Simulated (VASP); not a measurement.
Runs of VASP 6.6.1 on MoS2. Symmetry: R3m, No. 160, trigonal system. Conventional cell: a = 3.160 Å, b = 3.160 Å, c = 18.450 Å, α = 90.00°, β = 90.00°, γ = 120.00°. Mo (site symmetry 3m) has 6 S at 2.39 Å and 6 Mo at 3.16 Å within 3.2 Å. S (site symmetry 3m) has 3 Mo at 2.39 Å and 7 S at 3.08 to 3.16 Å within 3.2 Å. Within 3.2 Å of S (site symmetry 3m) lie 3 Mo at 2.39 Å and 7 S at 3.08 to 3.16 Å. 

```csv
level,gap on the mesh (eV),pressure (GPa),largest force (eV/Å)
RPBE,0.96,(a),0.57
revPBE,0.95,7.1,0.55
BLYP,0.94,12.9,0.94
PBEsol,(b),0.3,0.26
```

Alike in all rows: task single point; potentials or basis VASP PAW PBE potentials, release 64 (Mo_sv, S); no spin polarisation; cell as given; k mesh 12 × 12 × 12; cutoff (eV) 520; smearing methfessel-paxton 0.15 eV.

Task: Estimate the missing entries.

Result: (a) 7.8; (b) 0.91.

Caveats: the PAW data sets were made with another functional, which shifts forces and pressure a little; the cell stands under pressure (at least some runs).

A k mesh can miss the band edges, and the runs leave out spin-orbit coupling on Mo.
